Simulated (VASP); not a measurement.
# Nb (P6_3/mmc) in VASP: single point with PBE

Aim: the single point of Nb with PBE.

Program: VASP 6.6.1. These are calculated values, not measurements. Logs are shortened: lines on timing, memory, paths and dates and some standing lists are left out, and cuts for length are marked.

## 1. The cell of the first run

The structure is hexagonal, space group P6_3/mmc (No. 194). The conventional cell has a = 2.750 Å, b = 2.750 Å, c = 4.980 Å, α = 90.00°, β = 90.00°, γ = 120.00°. Within 3.6 Å of Nb (site symmetry -6m2) lie 12 Nb at 2.75 to 2.95 Å.

This isn't the form of Nb at room conditions, which is bcc.

## 2. Single point, PBE

INCAR reads:

```
SYSTEM = Nb
PREC     = Accurate       ! precision mode
ENCUT    = 520            ! plane-wave cutoff, eV
EDIFF    = 1E-7           ! SCF threshold, eV
ISMEAR   = -1             ! smearing method
SIGMA    = 0.08           ! smearing width, eV
LREAL    = .False.        ! projectors in reciprocal space
LASPH    = .True.         ! aspherical terms in the spheres
NELM     = 100            ! most SCF steps
ALGO     = Normal         ! electronic algorithm
ISIF     = 2              ! what is computed and relaxed
LWAVE    = .False.        ! write WAVECAR
LCHARG   = .True.         ! write CHGCAR
GGA      = PE             ! functional
LELF     = .True.         ! ELF
LVHAR    = .True.       
NBANDS   = 20             ! bands
```

KPOINTS reads:

```
Automatic mesh
0
Gamma
  16 16 9
  0 0 0
```

POSCAR reads:

```
Nb
1.0
    2.7504325056      0.0000000000      0.0000000000
   -1.3752162528      2.3819444212      0.0000000000
    0.0000000000      0.0000000000      4.9800429813
Nb
2
Direct
    0.3333333333      0.6666666667      0.2500000000
    0.6666666667      0.3333333333      0.7500000000
```

Potentials or basis: VASP PAW PBE potentials, release 64 (Nb_sv).

Launch:

```
> cat potpaw_PBE.64/Nb_sv/POTCAR > POTCAR
> mpirun -np 1 vasp_std > vasp.out
```

OUTCAR:

```text
SYSTEM = Nb
   PREC = Accurate
   ENCUT = 520
   EDIFF = 1E-7
   ISMEAR = -1
   LREAL = .False.
   LASPH = .True.
   NELM = 100
   ISIF = 2
   GGA = PE

 ion  position               nearest neighbor table
   1  0.333  0.667  0.250-   2 2.95   2 2.95   2 2.95   2 2.95   2 2.95   2 2.95
   2  0.667  0.333  0.750-   1 2.95   1 2.95   1 2.95   1 2.95   1 2.95   1 2.95

  LATTYP: Found a hexagonal cell.
 ALAT       =     2.7504325056
 C/A-ratio  =     1.8106399525

  Lattice vectors:

 A1 = (   2.7504325056,   0.0000000000,   0.0000000000)
 A2 = (  -1.3752162528,   2.3819444212,   0.0000000000)
 A3 = (   0.0000000000,   0.0000000000,   4.9800429813)

Analysis of symmetry for initial positions (statically):
=====================================================================
 Subroutine PRICEL returns:
 Original cell was already a primitive cell.

 Routine SETGRP: Setting up the symmetry group for a
 hexagonal supercell.

 Subroutine GETGRP returns: Found 24 space group operations
 (whereof 12 operations were pure point group operations)
 out of a pool of 24 trial point group operations.

The static configuration has the point symmetry D_3d.
 The point group associated with its full space group is D_6h.

Analysis of symmetry for dynamics (positions and initial velocities):
=====================================================================
 Subroutine PRICEL returns:
 Original cell was already a primitive cell.

 Routine SETGRP: Setting up the symmetry group for a
 hexagonal supercell.

 Subroutine GETGRP returns: Found 24 space group operations
 (whereof 12 operations were pure point group operations)
 out of a pool of 24 trial point group operations.

The dynamic configuration has the point symmetry D_3d.
 The point group associated with its full space group is D_6h.

 Subroutine INISYM returns: Found 24 space group operations
 (whereof 12 operations are pure point group operations),
 and found     1 'primitive' translations

----------------------------------------------------------------------------------------

                                     Primitive cell

  volume of cell :      32.6261

  direct lattice vectors                    reciprocal lattice vectors
     2.750432506  0.000000000  0.000000000     0.363579182  0.209912538  0.000000000
    -1.375216253  2.381944421  0.000000000     0.000000000  0.419825077  0.000000000
     0.000000000  0.000000000  4.980042981     0.000000000  0.000000000  0.200801480

  length of vectors
     2.750432506  2.750432506  4.980042981     0.419825077  0.419825077  0.200801480

[... 78 lines left out ...]
   ENCUT  =  520.0 eV  38.22 Ry    6.18 a.u.   5.11  5.11  9.26*2*pi/ulx,y,z
   NELM   =    100;   NELMIN=  2; NELMDL= -5     # of ELM steps
   EDIFF  = 0.1E-06   stopping-criterion for ELM
   LREAL  =      F    real-space projection
   EDIFFG = 0.1E-05   stopping-criterion for IOM
   NSW    =      0    number of steps for IOM
   IBRION =     -1    ionic relax: 0-MD 1-quasi-New 2-CG
   NFREE  =      0    steps in history (QN), initial steepest desc. (CG)
   ISIF   =      2    stress and relaxation
   ISYM   =      2    0-nonsym 1-usesym 2-fastsym
   POTIM  = 0.5000    time-step for ionic-motion
   TEBEG  =    0.0;   TEEND  =   0.0 temperature during run
   PSTRESS=    0.0 pullay stress
   NELECT =      26.0000    total number of electrons
   NUPDOWN=      -1.0000    fix difference up-down
   EMIN   =  10.00;   EMAX   =-10.00  energy-range for DOS
   EFERMI =   0.00;   METHOD = LEGACY
   ISMEAR =    -1;   SIGMA  =   0.08  broadening in eV -4-tet -1-fermi 0-gaus
   EFERMI_NEDOS =   21; number of points for ismear=-14 and -15
   IALGO  =     38    algorithm
   IMIX   =      4    mixing-type and parameters
     AMIX     =   0.40;   BMIX     =  1.00
     AMIX_MAG =   1.60;   BMIX_MAG =  1.00
  volume/ion in A,a.u.               =      16.31       110.09
  Fermi-wavevector in a.u.,A,eV,Ry     =   1.517787  2.868201 31.343417  2.303676
  Thomas-Fermi vector in A             =   2.626995
   LORBIT       =      0    0 simple, 1 ext, 2 COOP (PROOUT), +10 PAW based schemes
   GGA     = PE    functional components
   LHFCALC =     F    Hartree Fock is set to
   AEXX    =    0.0000 exact exchange contribution
   IVDW    =     0    specifies the selected vdW correction
   LEPSILON=     F    determine dielectric tensor
   LRPA    =     F    only Hartree local field effects (RPA)
 non-spin polarized calculation
  energy-cutoff  :      520.00
  volume of cell :       32.63
 maximum number of plane-waves:       896
   NGX = 11   NGY = 11   NGZ = 19

 number of electron      26.0000003 magnetization

 Free energy of the ion-electron system (eV)
  ---------------------------------------------------
  ext. energy  EPLUGINS =         0.00000000
  ---------------------------------------------------
  free energy    TOTEN  =       -19.50930317 eV

  energy without entropy =      -19.45941467  energy(sigma->0) =      -19.48435892

 E-fermi :  13.0353     XC(G=0): -13.0064

 val. band max:       13.0344790157   @ k =   0.3125   0.1875   0.1111
 cond. band min:      13.0415558465   @ k =   0.0625   0.0000   0.3333
 fundamental gap:      0.0070768308
 Fermi energy:        13.0353407582

 k-point     1 :       0.0000    0.0000    0.0000
  band No.  band energies     occupation
      1     -41.6387      2.00000
      2     -41.4130      2.00000
      3     -18.3790      2.00000
      4     -16.9163      2.00000
      5     -16.6682      2.00000
      6     -16.6682      2.00000
[... 541 lines left out ...]
     19      19.7951      0.00000
     20      23.9860      0.00000

 [... further k-points ...]

------------------------ aborting loop because EDIFF is reached ----------------------------------------

  FORCE on cell =-STRESS in cart. coord.  units (eV):
  Direction    XX          YY          ZZ          XY          YZ          ZX
  --------------------------------------------------------------------------------------
  -------------------------------------------------------------------------------------
  Total        5.6262884      5.6262884      5.6172295      0.0000000      0.0000000     -0.0000000
  in kB      276.2910808    276.2910808    275.8462265      0.0000000      0.0000000     -0.0000000
  external PRESSURE =     276.1427960 kB  Pullay stress =       0.0000000 kB

 VOLUME and BASIS-vectors are now :
 -----------------------------------------------------------------------------
  energy-cutoff  :      520.00
  volume of cell :       32.63
      direct lattice vectors                 reciprocal lattice vectors
     2.750432506  0.000000000  0.000000000     0.363579182  0.209912538  0.000000000
    -1.375216253  2.381944421  0.000000000     0.000000000  0.419825077  0.000000000
     0.000000000  0.000000000  4.980042981     0.000000000  0.000000000  0.200801480

 POSITION                                       TOTAL-FORCE (eV/Angst)
 -----------------------------------------------------------------------------------
     -0.00000      1.58796      1.24501         0.000000      0.000000      0.000000
      1.37522      0.79398      3.73503        -0.000000      0.000000      0.000000
 -----------------------------------------------------------------------------------
    total drift:                                0.000000     -0.000000      0.000000

  FREE ENERGIE OF THE ION-ELECTRON SYSTEM (eV)
  ---------------------------------------------------
  free  energy   TOTEN  =       -19.5093031734 eV

  energy  without entropy=      -19.4594146721  energy(sigma->0) =      -19.48435892
```

stdout:

```text
POSCAR found type information on POSCAR Nb
 POSCAR found :  1 types and       2 ions
 scaLAPACK will be used
 LDA part: xc-table for (Slater+PW92), standard interpolation
 POSCAR, INCAR and KPOINTS ok, starting setup
 FFT: planning ... GRIDC
 FFT: planning ... GRID_SOFT
 FFT: planning ... GRID
 WAVECAR not read
 entering main loop
```

It took 2.5 min on 1 thread of Intel Xeon 8259CL, shared host; peak memory 0.2 GiB.

What came out:

| Property | Result |
| --- | --- |
| Free energy | -19.5093 eV |
| Pressure | 27.6 GPa |
| Band gap on the k mesh | zero (bands 13 and 14 overlap by 2.83 eV) |

Caveat: the cell stands under pressure.
